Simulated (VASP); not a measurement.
# Ir (P6_3/mmc) in VASP: notebook

Ir is run at these levels: PBE0, HSE06; tasks: single point.

All numbers are computed with VASP 6.6.1; they aren't measurements. Logs are shortened: lines on timing, memory, paths and dates and some standing lists are left out, and cuts for length are marked.

## 1. The cell of the first run

Symmetry: P6_3/mmc, No. 194, hexagonal system. The conventional cell has a = 2.733 Å, b = 2.733 Å, c = 4.432 Å, α = 90.00°, β = 90.00°, γ = 120.00°. Ir (site symmetry -6m2) has 12 Ir at 2.72 to 2.73 Å within 3.6 Å.

This isn't the form of Ir at room conditions, which is fcc.

## 2. Single point, PBE0

The input, POSCAR:

```
Ir
1.0
    2.7329117147      0.0000000000      0.0000000000
   -1.3664558574      2.3667709712      0.0000000000
    0.0000000000      0.0000000000      4.4323408426
Ir
2
Direct
    0.3333333333      0.6666666667      0.2500000000
    0.6666666667      0.3333333333      0.7500000000
```

The input, INCAR.step1:

```
SYSTEM = Ir
  PREC = Accurate
  ENCUT = 420
  EDIFF = 1E-5
  ISMEAR = -1
  SIGMA = 0.05
  LREAL = .False.
  LASPH = .True.
  NELM = 120
  ALGO = Normal
  ISIF = 2
  LWAVE = .True.
  NBANDS = 24
  GGA = PE
  GGA_COMPAT = .False.
```

The input, INCAR.step2:

```
SYSTEM = Ir
  PREC = Accurate
  ENCUT = 420
  EDIFF = 1E-6
  ISMEAR = -1
  SIGMA = 0.05
  LREAL = .False.
  LASPH = .True.
  NELM = 120
  ALGO = Normal
  ISIF = 2
  LWAVE = .False.
  LCHARG = .True.
  GGA = PE
  LHFCALC = .True.
  AEXX = 0.25
  PRECFOCK = Normal
  LELF = .True.
  LVHAR = .True.
  NBANDS = 24
  ISTART = 1
  GGA_COMPAT = .False.
```

The input, KPOINTS:

```
regular mesh
0
Gamma
  6 6 4
  0 0 0
```

Potentials or basis: VASP PAW PBE potentials, release 64 (Ir_sv_GW).

The run is started by

```console
$ cat potpaw_PBE.64/Ir_sv_GW/POTCAR > POTCAR
$ cp INCAR.step1 INCAR
$ mpirun -np 1 vasp_std > vasp.out
$ cp INCAR.step2 INCAR
$ mpirun -np 1 vasp_std > vasp.out
```

OUTCAR:

```text
SYSTEM = Ir
   PREC = Accurate
   ENCUT = 420
   EDIFF = 1E-6
   ISMEAR = -1
   LREAL = .False.
   LASPH = .True.
   NELM = 120
   ISIF = 2
   GGA = PE
   LHFCALC = .True.
   AEXX = 0.25
   PRECFOCK = Normal
   ISTART = 1

 ion  position               nearest neighbor table
   1  0.333  0.667  0.250-   2 2.72   2 2.72   2 2.72   2 2.72   2 2.72   2 2.72
   2  0.667  0.333  0.750-   1 2.72   1 2.72   1 2.72   1 2.72   1 2.72   1 2.72

  LATTYP: Found a hexagonal cell.
 ALAT       =     2.7329117147
 C/A-ratio  =     1.6218382829

  Lattice vectors:

 A1 = (   2.7329117147,   0.0000000000,   0.0000000000)
 A2 = (  -1.3664558574,   2.3667709712,   0.0000000000)
 A3 = (   0.0000000000,   0.0000000000,   4.4323408426)

Analysis of symmetry for initial positions (statically):
=====================================================================
 Subroutine PRICEL returns:
 Original cell was already a primitive cell.

 Routine SETGRP: Setting up the symmetry group for a
 hexagonal supercell.

 Subroutine GETGRP returns: Found 24 space group operations
 (whereof 12 operations were pure point group operations)
 out of a pool of 24 trial point group operations.

The static configuration has the point symmetry D_3d.
 The point group associated with its full space group is D_6h.

Analysis of symmetry for dynamics (positions and initial velocities):
=====================================================================
 Subroutine PRICEL returns:
 Original cell was already a primitive cell.

 Routine SETGRP: Setting up the symmetry group for a
 hexagonal supercell.

 Subroutine GETGRP returns: Found 24 space group operations
 (whereof 12 operations were pure point group operations)
 out of a pool of 24 trial point group operations.

The dynamic configuration has the point symmetry D_3d.
 The point group associated with its full space group is D_6h.

 Subroutine INISYM returns: Found 24 space group operations
 (whereof 12 operations are pure point group operations),
 and found     1 'primitive' translations

----------------------------------------------------------------------------------------

                                     Primitive cell

  volume of cell :      28.6692
[... 84 lines left out ...]
   NELM   =    120;   NELMIN=  2; NELMDL=  0     # of ELM steps
   EDIFF  = 0.1E-05   stopping-criterion for ELM
   LREAL  =      F    real-space projection
   EDIFFG = 0.1E-04   stopping-criterion for IOM
   NSW    =      0    number of steps for IOM
   IBRION =     -1    ionic relax: 0-MD 1-quasi-New 2-CG
   NFREE  =      0    steps in history (QN), initial steepest desc. (CG)
   ISIF   =      2    stress and relaxation
   ISYM   =      3    0-nonsym 1-usesym 2-fastsym
   POTIM  = 0.5000    time-step for ionic-motion
   TEBEG  =    0.0;   TEEND  =   0.0 temperature during run
   PSTRESS=    0.0 pullay stress
   NELECT =      34.0000    total number of electrons
   NUPDOWN=      -1.0000    fix difference up-down
   EMIN   =  10.00;   EMAX   =-10.00  energy-range for DOS
   EFERMI =   0.00;   METHOD = LEGACY
   ISMEAR =    -1;   SIGMA  =   0.05  broadening in eV -4-tet -1-fermi 0-gaus
   EFERMI_NEDOS =   21; number of points for ismear=-14 and -15
   IALGO  =     38    algorithm
   IMIX   =      1    mixing-type and parameters
     AMIX     =   0.40;   BMIX     =  1.00
     AMIX_MAG =   1.60;   BMIX_MAG =  1.00
  volume/ion in A,a.u.               =      14.33        96.73
  Fermi-wavevector in a.u.,A,eV,Ry     =   1.732857  3.274626 40.855500  3.002795
  Thomas-Fermi vector in A             =   2.806954
   LORBIT       =      0    0 simple, 1 ext, 2 COOP (PROOUT), +10 PAW based schemes
   GGA     = PE    functional components
   LHFCALC =     T    Hartree Fock is set to
   PRECFOCK=normal    Normal, Fast or Accurate (Low or Medium for compatibility)
   ENCUT4O =  -1.0   cutoff for four orbital integrals eV
   NKREDX  =     1    reduce k-point grid by
   NKREDY  =     1    reduce k-point grid by
   NKREDZ  =     1    reduce k-point grid by
   AEXX    =    0.2500 exact exchange contribution
   HFSCREEN=    0.0000 screening length (either q_TF or 0.3 A-1)
   HFSCREENC=   0.0000 screening length for correlation (either q_TF or 0.3 A-1)
   ENCUTFOCK=  -1.0 apply spherical cutoff to Coloumb kernel
   IVDW    =     0    specifies the selected vdW correction
   LEPSILON=     F    determine dielectric tensor
   LRPA    =     F    only Hartree local field effects (RPA)
 non-spin polarized calculation
  energy-cutoff  :      420.00
  volume of cell :       28.67
 maximum number of plane-waves:       578
  NGX = 14; NGY = 14; NGZ = 24

 number of electron      34.0000000 magnetization

 Free energy of the ion-electron system (eV)
  ---------------------------------------------------
  ext. energy  EPLUGINS =         0.00000000
  ---------------------------------------------------
  free energy    TOTEN  =       -19.76866630 eV

  energy without entropy =      -19.76674797  energy(sigma->0) =      -19.76770714

 E-fermi :  12.2261     XC(G=0): -11.3180

 val. band max:       11.7432045972   @ k =   0.3333   0.1667   0.2500
 cond. band min:      12.3068014819   @ k =   0.5000   0.0000   0.2500
 fundamental gap:      0.5635968847
 Fermi energy:        12.2261385960

 k-point     1 :       0.0000    0.0000    0.0000
  band No.  band energies     occupation
      1     -85.4135      2.00000
      2     -85.3344      2.00000
      3     -41.4467      2.00000
      4     -40.5919      2.00000
      5     -40.5919      2.00000
      6     -40.5219      2.00000
[... 556 lines left out ...]
     23      23.6464      0.00000
     24      23.6464      0.00000

------------------------ aborting loop because EDIFF is reached ----------------------------------------

  FORCE on cell =-STRESS in cart. coord.  units (eV):
  Direction    XX          YY          ZZ          XY          YZ          ZX
  --------------------------------------------------------------------------------------
  -------------------------------------------------------------------------------------
  Total       -1.3234892     -1.3234892     -2.7109463      0.0000000     -0.0000000      0.0000000
  in kB      -73.9632530    -73.9632529   -151.5013508      0.0000000     -0.0000000      0.0000000
  external PRESSURE =     -99.8092856 kB  Pullay stress =       0.0000000 kB

 VOLUME and BASIS-vectors are now :
 -----------------------------------------------------------------------------
  energy-cutoff  :      420.00
  volume of cell :       28.67
      direct lattice vectors                 reciprocal lattice vectors
     2.732911715  0.000000000  0.000000000     0.365910100  0.211258295  0.000000000
    -1.366455857  2.366770971  0.000000000     0.000000000  0.422516590  0.000000000
     0.000000000  0.000000000  4.432340843     0.000000000  0.000000000  0.225614418

 POSITION                                       TOTAL-FORCE (eV/Angst)
 -----------------------------------------------------------------------------------
     -0.00000      1.57785      1.10809         0.000000     -0.000000     -0.000000
      1.36646      0.78892      3.32426        -0.000000      0.000000      0.000000
 -----------------------------------------------------------------------------------
    total drift:                                0.000000      0.000000     -0.000000

  FREE ENERGIE OF THE ION-ELECTRON SYSTEM (eV)
  ---------------------------------------------------
  free  energy   TOTEN  =       -19.7686662975 eV

  energy  without entropy=      -19.7667479733  energy(sigma->0) =      -19.76770714
```

OUTCAR.step1:

```text
SYSTEM = Ir
   PREC = Accurate
   ENCUT = 420
   EDIFF = 1E-5
   ISMEAR = -1
   LREAL = .False.
[... 785 lines left out ...]
     -0.00000      1.57785      1.10809        -0.000000     -0.000000      0.000000
      1.36646      0.78892      3.32426         0.000000      0.000000      0.000000
 -----------------------------------------------------------------------------------
    total drift:                               -0.000001      0.000000     -0.000000

  FREE ENERGIE OF THE ION-ELECTRON SYSTEM (eV)
  ---------------------------------------------------
  free  energy   TOTEN  =       -18.6415321412 eV

  energy  without entropy=      -18.6244919584  energy(sigma->0) =      -18.63301205
```

OSZICAR.step1:

```text
N       E                     dE             d eps       ncg     rms          rms(c)
DAV:   1     0.279580588485E+03    0.27958E+03   -0.23036E+04  1168   0.131E+03
DAV:   2    -0.142357862795E+02   -0.29382E+03   -0.28441E+03  1232   0.450E+02
DAV:   3    -0.208552643065E+02   -0.66195E+01   -0.65740E+01  1184   0.658E+01
DAV:   4    -0.208721438557E+02   -0.16880E-01   -0.16877E-01  1168   0.355E+00
DAV:   5    -0.208722028778E+02   -0.59022E-04   -0.59019E-04  1208   0.175E-01    0.105E+02
DAV:   6    -0.188558346302E+02    0.20164E+01   -0.34870E+00  1080   0.143E+01    0.548E+01
DAV:   7    -0.186815517915E+02    0.17428E+00   -0.11421E+00  1152   0.762E+00    0.885E+00
DAV:   8    -0.186420648296E+02    0.39487E-01   -0.14304E-01  1072   0.341E+00    0.619E-01
DAV:   9    -0.186417229371E+02    0.34189E-03   -0.25991E-03  1176   0.359E-01    0.562E-01
DAV:  10    -0.186415301541E+02    0.19278E-03   -0.28161E-04  1120   0.190E-01    0.368E-01
DAV:  11    -0.186415321412E+02   -0.19870E-05   -0.66088E-06   720   0.256E-02
   1 F= -.18641532E+02 E0= -.18633012E+02  d E =-.170402E-01
```

Wall time 23 min (1 thread of Intel Xeon 6975P-C (Granite Rapids), shared host); peak memory 0.14 GiB.

Results:

| Quantity | Value |
| --- | --- |
| Free energy | -19.7687 eV |
| Pressure | -10.0 GPa |
| Band gap on the k mesh | zero (bands 17 and 18 overlap by 4.71 eV) |

Caveat: the k points lie up to 0.44 Å⁻¹ apart, too coarse for converged energies and pressures of a metal; the PAW data sets were made with another functional, which shifts forces and pressure a little; spin-orbit coupling is left out, which moves the levels of the heavy elements.

## 3. Single point, HSE06

This run uses another cell than the first one, of 13.75 Å³/atom.

The input, POSCAR:

```
Ir
1.0
    2.6952115654      0.0000000000      0.0000000000
   -1.3476057827      2.3341216842      0.0000000000
    0.0000000000      0.0000000000      4.3711972971
Ir
2
Direct
    0.3333333333      0.6666666667      0.2500000000
    0.6666666667      0.3333333333      0.7500000000
```

The input, INCAR.step1:

```
  ALGO = Normal
  EDIFF = 1E-5
  ENCUT = 520
  GGA = PE
  ISIF = 2
  ISMEAR = -1
  LASPH = True
  LCHARG = False
  LREAL = False
  LWAVE = True
  NBANDS = 16
  NELM = 60
  PREC = Accurate
  SIGMA = 0.05
```

The input, INCAR.step2:

```
  ALGO = Normal
  EDIFF = 1E-6
  ENCUT = 520
  GGA = PE
  HFSCREEN = 0.2079
  ISIF = 2
  ISMEAR = -1
  ISTART = 1
  LASPH = True
  LCHARG = False
  LHFCALC = True
  LREAL = False
  LWAVE = False
  NBANDS = 16
  NELM = 60
  PREC = Accurate
  PRECFOCK = Normal
  SIGMA = 0.05
```

The input, KPOINTS:

```
k-points
0
Gamma
  6 6 4
```

Potentials or basis: VASP PAW PBE potentials, release 64 (Ir).

The run is started by

```console
$ cat potpaw_PBE.64/Ir/POTCAR > POTCAR
$ cp INCAR.step1 INCAR
$ mpirun -np 1 vasp_std > vasp.out
$ cp INCAR.step2 INCAR
$ mpirun -np 1 vasp_std > vasp.out
```

Wall time 40 min (1 thread of Intel Xeon Platinum 8259CL at 2.50GHz (Skylake/Cascade Lake), shared host); peak memory 0.27 GiB.

Results (log left out):

- Free energy: -20.0888 eV
- Pressure: 11.0 GPa
- Band gap on the k mesh: zero (bands 9 and 10 overlap by 4.16 eV)

Stress tensor (GPa, compression positive):
```
14.10  0.00  0.00
 0.00 14.10  0.00
 0.00  0.00  4.91
```

Levels at points of the mesh, in eV from the Fermi level:
| k point | band 6 | band 7 | band 8 | band 9 | band 10 | band 11 | band 12 | band 13 |
| --- | --- | --- | --- | --- | --- | --- | --- | --- |
| (0.00, 0.00, 0.00) | -3.69 | -3.69 | -2.79 | -2.79 | -0.78 | 0.75 | 0.75 | 8.72 |
| (0.50, 0.00, 0.00) | -3.75 | -3.41 | 1.15 | 1.45 | 1.63 | 3.76 | 5.50 | 9.80 |
| (0.00, 0.00, 0.50) | -4.60 | -4.60 | -4.60 | -0.34 | -0.34 | -0.34 | -0.34 | 15.09 |
| (0.50, 0.00, 0.50) | -2.40 | -0.90 | -0.90 | 1.48 | 1.48 | 2.65 | 2.65 | 9.36 |

Caveat: the k points lie up to 0.45 Å⁻¹ apart, too coarse for converged energies and pressures of a metal; the PAW data sets were made with another functional, which shifts forces and pressure a little; spin-orbit coupling is left out, which moves the levels of the heavy elements.

## 4. Single point, HSE06

This run uses another cell than the first one, of 14.04 Å³/atom.

The input, POSCAR:

```
Ir
1.0
    2.7141925539      0.0000000000      0.0000000000
   -1.3570962769      2.3505597024      0.0000000000
    0.0000000000      0.0000000000      4.4019813909
Ir
2
Direct
    0.3333333333      0.6666666667      0.2500000000
    0.6666666667      0.3333333333      0.7500000000
```

The input, INCAR.step1:

```
ALGO = Normal
EDIFF = 1E-5
ENCUT = 520
GGA = PE
ISIF = 2
ISMEAR = -1
LASPH = T
LCHARG = F
LREAL = F
LWAVE = T
NBANDS = 16
NELM = 100
PREC = Accurate
SIGMA = 0.05
```

The input, INCAR.step2:

```
ALGO = Normal
EDIFF = 1E-6
ENCUT = 520
GGA = PE
HFSCREEN = 0.2079
ISIF = 2
ISMEAR = -1
ISTART = 1
LASPH = T
LCHARG = F
LHFCALC = T
LREAL = F
LWAVE = F
NBANDS = 16
NELM = 100
PREC = Accurate
PRECFOCK = Normal
SIGMA = 0.05
```

KPOINTS is that of step 3.

Potentials or basis: VASP PAW PBE potentials, release 64 (Ir).

The run is started by

```console
$ cat potpaw_PBE.64/Ir/POTCAR > POTCAR
$ cp INCAR.step1 INCAR
$ mpirun -np 1 vasp_std > vasp.out
$ cp INCAR.step2 INCAR
$ mpirun -np 1 vasp_std > vasp.out
```

OUTCAR:

```text
EDIFF = 1E-6
   ENCUT = 520
   GGA = PE
   HFSCREEN = 0.2079
   ISIF = 2
   ISMEAR = -1
   ISTART = 1
   LASPH = T
   LHFCALC = T
   LREAL = F
   NELM = 100
   PREC = Accurate
   PRECFOCK = Normal

 ion  position               nearest neighbor table
   1  0.333  0.667  0.250-   2 2.70   2 2.70   2 2.70   2 2.70   2 2.70   2 2.70
   2  0.667  0.333  0.750-   1 2.70   1 2.70   1 2.70   1 2.70   1 2.70   1 2.70

[... 592 lines left out ...]
     15      21.2639      0.00000
     16      21.2639      0.00000

------------------------ aborting loop because EDIFF is reached ----------------------------------------

  FORCE on cell =-STRESS in cart. coord.  units (eV):
  Direction    XX          YY          ZZ          XY          YZ          ZX
  --------------------------------------------------------------------------------------
  -------------------------------------------------------------------------------------
  Total        0.8835949      0.8835949     -0.6833032      0.0000000     -0.0000000     -0.0000000
  in kB       50.4084843     50.4084843    -38.9819814      0.0000000     -0.0000000     -0.0000000
  external PRESSURE =      20.6116624 kB  Pullay stress =       0.0000000 kB

 VOLUME and BASIS-vectors are now :
 -----------------------------------------------------------------------------
  energy-cutoff  :      520.00
  volume of cell :       28.08
      direct lattice vectors                 reciprocal lattice vectors
     2.714192554  0.000000000  0.000000000     0.368433698  0.212715295  0.000000000
    -1.357096277  2.350559702  0.000000000     0.000000000  0.425430590  0.000000000
     0.000000000  0.000000000  4.401981391     0.000000000  0.000000000  0.227170429

 POSITION                                       TOTAL-FORCE (eV/Angst)
 -----------------------------------------------------------------------------------
     -0.00000      1.56704      1.10050         0.000000      0.000000     -0.000000
      1.35710      0.78352      3.30149        -0.000000     -0.000000      0.000000
 -----------------------------------------------------------------------------------
    total drift:                               -0.000000      0.000000      0.000000

  FREE ENERGIE OF THE ION-ELECTRON SYSTEM (eV)
  ---------------------------------------------------
  free  energy   TOTEN  =       -20.1127270762 eV

  energy  without entropy=      -20.1016459522  energy(sigma->0) =      -20.10718651
```

OUTCAR.step1:

```text
EDIFF = 1E-5
   ENCUT = 520
   GGA = PE
   ISIF = 2
   ISMEAR = -1
[... 616 lines left out ...]
 -----------------------------------------------------------------------------------
     -0.00000      1.56704      1.10050         0.000000      0.000000      0.000000
      1.35710      0.78352      3.30149        -0.000000      0.000000      0.000000
 -----------------------------------------------------------------------------------
    total drift:                               -0.000000      0.000000     -0.000000

  FREE ENERGIE OF THE ION-ELECTRON SYSTEM (eV)
  ---------------------------------------------------
  free  energy   TOTEN  =       -17.4903912395 eV

  energy  without entropy=      -17.4739126319  energy(sigma->0) =      -17.48215194
```

It took 46 min on 1 thread of Intel Xeon Platinum 8259CL at 2.50GHz (Skylake/Cascade Lake), shared host; peak memory 0.27 GiB.

What came out:

```yaml
Free_energy: -20.1127 eV
Pressure: 2.1 GPa
Band_gap_on_the_k_mesh: zero (bands 9 and 10 overlap by 4.02 eV)
```

Levels at points of the mesh, in eV from the Fermi level:
```tsv
k point	band 6	band 7	band 8	band 9	band 10	band 11	band 12	band 13
(0.00, 0.00, 0.00)	-3.58	-3.58	-2.71	-2.71	-0.73	0.73	0.73	8.50
(0.50, 0.00, 0.00)	-3.65	-3.31	1.11	1.40	1.56	3.66	5.38	9.65
(0.00, 0.00, 0.50)	-4.46	-4.46	-4.46	-0.33	-0.33	-0.33	-0.33	15.07
(0.50, 0.00, 0.50)	-2.33	-0.86	-0.86	1.42	1.42	2.60	2.60	9.14
```

Caveat: the k points lie up to 0.45 Å⁻¹ apart, too coarse for converged energies and pressures of a metal; the PAW data sets were made with another functional, which shifts forces and pressure a little; spin-orbit coupling is left out, which moves the levels of the heavy elements.

## 5. The runs side by side

```csv
level,potentials or basis,cell,cutoff (eV),screening parameter,gap on the mesh (eV),pressure (GPa)
PBE0,"VASP PAW PBE potentials, release 64 (Ir_sv_GW)","a = 2.733, b = 2.733, c = 4.432 Å, angles 90.0, 90.0, 120.0°, 2 atoms",420,-,none,-10.0
HSE06,"VASP PAW PBE potentials, release 64 (Ir)","a = 2.695, b = 2.695, c = 4.371 Å, angles 90.0, 90.0, 120.0°, 2 atoms",520,0.2079 1/Å,none,11.0
HSE06,"VASP PAW PBE potentials, release 64 (Ir)","a = 2.714, b = 2.714, c = 4.402 Å, angles 90.0, 90.0, 120.0°, 2 atoms",520,0.2079 1/Å,none,2.1
```

Alike in all rows: task single point; no spin polarisation; k mesh 6 × 6 × 4; smearing fermi-dirac 0.05 eV.

Caveats: all runs use coarse meshes; the PAW data sets were made with another functional, which shifts forces and pressure a little; spin-orbit coupling is left out, which moves the levels of the heavy elements.

Absolute energies hang on the potentials; compare differences alone.

The gap in the log of VASP goes by the Fermi energy; the results here count the filled bands.